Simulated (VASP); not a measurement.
# Mo (Im-3m) in VASP: further runs

Mo is run at these levels: r2SCAN; tasks: single point.

Program: VASP 6.6.1. These are calculated values, not measurements. Logs are shortened: lines on timing, memory, paths and dates and some standing lists are left out, and cuts for length are marked.

## (1) The cell of the first run

The structure is cubic, space group Im-3m (No. 229). The conventional cell has a = 3.168 Å, b = 3.168 Å, c = 3.168 Å, α = 90.00°, β = 90.00°, γ = 90.00°. Within 3.6 Å of Mo (site symmetry m-3m) lie 14 Mo at 2.74 to 3.17 Å.

## (2) Single point, r2SCAN

Contents of POSCAR:

```
Mo
1.0
   -1.5838089719      1.5838089719      1.5838089719
    1.5838089719     -1.5838089719      1.5838089719
    1.5838089719      1.5838089719     -1.5838089719
Mo
1
Direct
    0.0000000000      0.0000000000      0.0000000000
```

Contents of INCAR.step1:

```
SYSTEM = Mo
PREC = Accurate
ENCUT = 520
ISMEAR = 0
SIGMA = 0.1
LREAL = .False.
LASPH = .True.
NELM = 100
NBANDS = 13
GGA = PE
ALGO = Normal
EDIFF = 1E-4
LWAVE = .True.
LCHARG = .False.
```

Contents of INCAR.step2:

```
SYSTEM = Mo
PREC = Accurate
ENCUT = 520
EDIFF = 1E-6
ISMEAR = 0
SIGMA = 0.1
LREAL = .False.
LASPH = .True.
NELM = 100
ALGO = Normal
ISIF = 2
LWAVE = .False.
LCHARG = .False.
METAGGA = R2SCAN
LMIXTAU = .True.
NBANDS = 13
ISTART = 1
```

Contents of KPOINTS:

```
Automatic mesh
0
Gamma
  8 8 8
  0 0 0
```

Potentials or basis: VASP PAW PBE potentials, release 64 (Mo_sv).

The run is started by

```
$ cat potpaw_PBE.64/Mo_sv/POTCAR > POTCAR
$ cp INCAR.step1 INCAR
$ mpirun -np 1 vasp_std > vasp.out
$ cp INCAR.step2 INCAR
$ mpirun -np 1 vasp_std > vasp.out
```

OUTCAR:

```text
SYSTEM = Mo
   PREC = Accurate
   ENCUT = 520
   EDIFF = 1E-6
   ISMEAR = 0
   LREAL = .False.
   LASPH = .True.
   NELM = 100
   ISIF = 2
   METAGGA = R2SCAN
   ISTART = 1

 ion  position               nearest neighbor table
   1  0.000  0.000  0.000-

  LATTYP: Found a body centered cubic cell.
 ALAT       =     3.1676179438

  Lattice vectors:

 A1 = (  -1.5838089719,   1.5838089719,   1.5838089719)
 A2 = (   1.5838089719,  -1.5838089719,   1.5838089719)
 A3 = (   1.5838089719,   1.5838089719,  -1.5838089719)

Analysis of symmetry for initial positions (statically):
=====================================================================
 Subroutine PRICEL returns:
 Original cell was already a primitive cell.

 Routine SETGRP: Setting up the symmetry group for a
 body centered cubic supercell.

 Subroutine GETGRP returns: Found 48 space group operations
 (whereof 48 operations were pure point group operations)
 out of a pool of 48 trial point group operations.

The static configuration has the point symmetry O_h .

Analysis of symmetry for dynamics (positions and initial velocities):
=====================================================================
 Subroutine PRICEL returns:
 Original cell was already a primitive cell.

 Routine SETGRP: Setting up the symmetry group for a
 body centered cubic supercell.

 Subroutine GETGRP returns: Found 48 space group operations
 (whereof 48 operations were pure point group operations)
 out of a pool of 48 trial point group operations.

The dynamic configuration has the point symmetry O_h .

 Subroutine INISYM returns: Found 48 space group operations
 (whereof 48 operations are pure point group operations),
 and found     1 'primitive' translations

----------------------------------------------------------------------------------------

                                     Primitive cell

  volume of cell :      15.8916

  direct lattice vectors                    reciprocal lattice vectors
    -1.583808972  1.583808972  1.583808972     0.000000000  0.315694638  0.315694638
     1.583808972 -1.583808972  1.583808972     0.315694638  0.000000000  0.315694638
     1.583808972  1.583808972 -1.583808972     0.315694638  0.315694638  0.000000000

  length of vectors
     2.743237609  2.743237609  2.743237609     0.446459639  0.446459639  0.446459639

  position of ions in fractional coordinates (direct lattice)
     0.000000000  0.000000000  0.000000000
[... 70 lines left out ...]
   ISPIN  =      1    spin polarized calculation?
   LNONCOLLINEAR =      F non collinear calculations
   LSORBIT =      F    spin-orbit coupling
   LASPH  =      T    aspherical Exc in radial PAW
   ENCUT  =  520.0 eV  38.22 Ry    6.18 a.u.   5.10  5.10  5.10*2*pi/ulx,y,z
   NELM   =    100;   NELMIN=  2; NELMDL=  0     # of ELM steps
   EDIFF  = 0.1E-05   stopping-criterion for ELM
   LREAL  =      F    real-space projection
[... 7 lines left out ...]
   TEBEG  =    0.0;   TEEND  =   0.0 temperature during run
   PSTRESS=    0.0 pullay stress
   NELECT =      14.0000    total number of electrons
   NUPDOWN=      -1.0000    fix difference up-down
   EMIN   =  10.00;   EMAX   =-10.00  energy-range for DOS
   EFERMI =   0.00;   METHOD = LEGACY
   ISMEAR =     0;   SIGMA  =   0.10  broadening in eV -4-tet -1-fermi 0-gaus
   EFERMI_NEDOS =   21; number of points for ismear=-14 and -15
   IALGO  =     38    algorithm
   IMIX   =      4    mixing-type and parameters
     AMIX     =   0.40;   BMIX     =  1.00
     AMIX_MAG =   1.60;   BMIX_MAG =  1.00
  volume/ion in A,a.u.               =      15.89       107.24
  Fermi-wavevector in a.u.,A,eV,Ry     =   1.569380  2.965698 33.510508  2.462953
  Thomas-Fermi vector in A             =   2.671271
   LORBIT       =      0    0 simple, 1 ext, 2 COOP (PROOUT), +10 PAW based schemes
   METAGGA = R2SCAN    functional components
   LHFCALC =     F    Hartree Fock is set to
   AEXX    =    0.0000 exact exchange contribution
   IVDW    =     0    specifies the selected vdW correction
   LEPSILON=     F    determine dielectric tensor
   LRPA    =     F    only Hartree local field effects (RPA)
 non-spin polarized calculation
 Gauss-broadening in eV      SIGMA  =   0.10
  energy-cutoff  :      520.00
  volume of cell :       15.89
 maximum number of plane-waves:       439
   NGX = 11   NGY = 11   NGZ = 11

 number of electron      14.0000005 magnetization

 Free energy of the ion-electron system (eV)
  ---------------------------------------------------
  ext. energy  EPLUGINS =         0.00000000
  ---------------------------------------------------
  free energy    TOTEN  =       -26.05943832 eV

  energy without entropy =      -26.05569417  energy(sigma->0) =      -26.05756625

 E-fermi :  12.1722     XC(G=0): -14.5365

 val. band max:       11.9744730816   @ k =   0.3750   0.1250   0.0000
 cond. band min:      12.1906947624   @ k =   0.3750   0.0000   0.0000
 fundamental gap:      0.2162216808
 Fermi energy:        12.1721776668

 k-point     1 :       0.0000    0.0000    0.0000
  band No.  band energies     occupation
      1     -50.9655      2.00000
      2     -23.4742      2.00000
      3     -23.4742      2.00000
      4     -23.4742      2.00000
      5       4.6728      2.00000
      6      10.8794      2.00000
      7      10.8794      2.00000
      8      10.8794      2.00000
      9      14.1572      0.00000
     10      14.1572      0.00000
     11      27.7532      0.00000
     12      27.7532      0.00000
     13      27.7532      0.00000
[... 354 lines left out ...]
  band No.  band energies     occupation
      1     -50.6311      2.00000
      2     -24.5346      2.00000
      3     -24.1282      2.00000
      4     -23.9991      2.00000
      5       8.2757      2.00000
      6       8.8492      2.00000
      7      11.6113      2.00000
      8      12.4892      0.00001
      9      15.2065      0.00000
     10      17.4525      0.00000
     11      26.5268      0.00000
     12      28.6060      0.00000
     13      29.7575      0.00000

 [... further k-points ...]
[... 5 lines left out ...]
  --------------------------------------------------------------------------------------
  -------------------------------------------------------------------------------------
  Total       -0.2103869     -0.2103869     -0.2103869     -0.0000000     -0.0000000     -0.0000000
  in kB      -21.2109866    -21.2109866    -21.2109866     -0.0000000     -0.0000000     -0.0000000
  external PRESSURE =     -21.2109866 kB  Pullay stress =       0.0000000 kB

 VOLUME and BASIS-vectors are now :
 -----------------------------------------------------------------------------
  energy-cutoff  :      520.00
  volume of cell :       15.89
      direct lattice vectors                 reciprocal lattice vectors
    -1.583808972  1.583808972  1.583808972     0.000000000  0.315694638  0.315694638
     1.583808972 -1.583808972  1.583808972     0.315694638  0.000000000  0.315694638
     1.583808972  1.583808972 -1.583808972     0.315694638  0.315694638  0.000000000

 POSITION                                       TOTAL-FORCE (eV/Angst)
 -----------------------------------------------------------------------------------
      0.00000      0.00000      0.00000        -0.000000      0.000000      0.000000
 -----------------------------------------------------------------------------------
    total drift:                                0.000000     -0.000000      0.000000

  FREE ENERGIE OF THE ION-ELECTRON SYSTEM (eV)
  ---------------------------------------------------
  free  energy   TOTEN  =       -26.0594383243 eV

  energy  without entropy=      -26.0556941745  energy(sigma->0) =      -26.05756625
```

Wall time 31 s (1 thread of Intel Xeon Platinum 8375C at 2.90GHz (Ice Lake), shared host); peak memory 0.13 GiB.

What came out:

- Free energy: -26.0594 eV
- Pressure: -2.1 GPa
- Band gap on the k mesh: zero (band 7 reaches 16.31 eV, above the bottom of band 8 at 10.88 eV)

Levels at points of the mesh, in eV from the Fermi level:
| k point | band 4 | band 5 | band 6 | band 7 | band 8 | band 9 | band 10 | band 11 |
| --- | --- | --- | --- | --- | --- | --- | --- | --- |
| (0.00, 0.00, 0.00) | -35.65 | -7.50 | -1.29 | -1.29 | -1.29 | 1.99 | 1.99 | 15.58 |
| (0.50, 0.00, 0.00) | -35.66 | -5.39 | -3.40 | 1.62 | 1.95 | 2.64 | 4.90 | 12.08 |
| (0.50, 0.50, 0.50) | -36.63 | -5.41 | -5.41 | 4.14 | 4.14 | 4.14 | 9.45 | 9.45 |

Caveat: the PAW data sets were made with another functional, which shifts forces and pressure a little.

## (3) Single point, r2SCAN

This run uses another cell than the first one, of 15.63 Å³/atom, 0.984 times its volume.

Contents of POSCAR:

```
Mo
1.0
   -1.5752151461      1.5752151461      1.5752151461
    1.5752151461     -1.5752151461      1.5752151461
    1.5752151461      1.5752151461     -1.5752151461
Mo
1
Direct
    0.0000000000      0.0000000000      0.0000000000
```

Contents of INCAR.step1:

```
SYSTEM = Mo
ALGO = Normal
EDIFF = 1E-4
ENCUT = 520
GGA = PE
ISMEAR = 0
LASPH = .TRUE.
LCHARG = .FALSE.
LREAL = .FALSE.
LWAVE = .TRUE.
NBANDS = 13
NELM = 100
PREC = Accurate
SIGMA = 0.1
```

Contents of INCAR.step2:

```
SYSTEM = Mo
ALGO = Normal
EDIFF = 1E-6
ENCUT = 520
ISIF = 2
ISMEAR = 0
ISTART = 1
LASPH = .TRUE.
LCHARG = .TRUE.
LELF = .TRUE.
LMIXTAU = .TRUE.
LREAL = .FALSE.
LVHAR = .TRUE.
LWAVE = .FALSE.
METAGGA = R2SCAN
NBANDS = 13
NELM = 100
PREC = Accurate
SIGMA = 0.1
```

Contents of KPOINTS:

```
k-points
0
G
  18 18 18
  0 0 0
```

Potentials or basis: VASP PAW PBE potentials, release 64 (Mo_sv).

The run is started by

```
$ cat potpaw_PBE.64/Mo_sv/POTCAR > POTCAR
$ cp INCAR.step1 INCAR
$ mpirun -np 1 vasp_std > vasp.out
$ cp INCAR.step2 INCAR
$ mpirun -np 1 vasp_std > vasp.out
```

It took 2.1 min on 1 thread of Intel Xeon Platinum 8375C at 2.90GHz (Ice Lake), shared host; peak memory 0.15 GiB.

It converged, with:

```
Free energy            : -26.0773 eV
Pressure               : 1.1 GPa
Band gap on the k mesh : zero (band 7 reaches 16.69 eV, above the bottom of band 8 at 11.12 eV)
```

Levels at points of the mesh, in eV from the Fermi level:
| k point | band 5 | band 6 | band 7 | band 8 | band 9 | band 10 |
| --- | --- | --- | --- | --- | --- | --- |
| (0.00, 0.00, 0.00) | -7.67 | -1.44 | -1.44 | -1.44 | 1.90 | 1.90 |
| (0.50, 0.00, 0.00) | -5.61 | -3.60 | 1.57 | 1.88 | 2.58 | 4.91 |
| (0.50, 0.50, 0.50) | -5.66 | -5.66 | 4.13 | 4.13 | 4.13 | 9.46 |

Caveat: the PAW data sets were made with another functional, which shifts forces and pressure a little.
